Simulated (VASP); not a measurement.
Here is a VASP 6.6.1 calculation.

Contents of INCAR:

```
SYSTEM = NbRu3C
PREC = Accurate
ENCUT = 520
EDIFF = 1E-6
ISMEAR = -1
SIGMA = 0.05
LREAL = .FALSE.
LASPH = .TRUE.
NELM = 150
ALGO = Normal
ISIF = 2
LWAVE = .FALSE.
LCHARG = .TRUE.
MAGMOM = 0 0 0 0 0 0 0 0 0 0 0 0 0 0 0
LORBIT = 11
LSORBIT = .TRUE.
GGA_COMPAT = .FALSE.
LORBMOM = .TRUE.
LMAXMIX = 4
GGA = PS
LVHAR = .TRUE.
NBANDS = 74
```

The input KPOINTS:

```
Automatic mesh
0
G
  7 7 7
  0 0 0
```

The input POSCAR:

```
NbRu3C
1.0
    4.0651380000      0.0000000000      0.0000000000
    0.0000000000      4.0651380000      0.0000000000
    0.0000000000      0.0000000000      4.0651380000
Ru Nb C
3 1 1
Direct
    0.5000000000      0.5000000000      0.0000000000
    0.5000000000      0.0000000000      0.5000000000
    0.0000000000      0.5000000000      0.5000000000
    0.0000000000      0.0000000000      0.0000000000
    0.5000000000      0.5000000000      0.5000000000
```

Potentials or basis: VASP PAW PBE potentials, release 64 (Ru_pv, Nb_sv, C).

Launch:

```console
$ cat potpaw_PBE.64/Ru_pv/POTCAR potpaw_PBE.64/Nb_sv/POTCAR potpaw_PBE.64/C/POTCAR > POTCAR
$ mpirun -np 1 vasp_ncl > vasp.out
```

Task: Estimate the pressure.

Result: -11.8 GPa.

Task: Estimate the net moment.

Result: 0.00 μB per cell.

Moments on the atoms (μB; x, y, z):
```
Ru  0.00 0.00 0.00
Ru  0.00 0.00 0.00
Ru  0.00 0.00 0.00
Nb  0.00 0.00 0.00
C   0.00 0.00 0.00
```

Caveat: the cell stands under tension; the PAW data sets were made with another functional, which shifts forces and pressure a little.
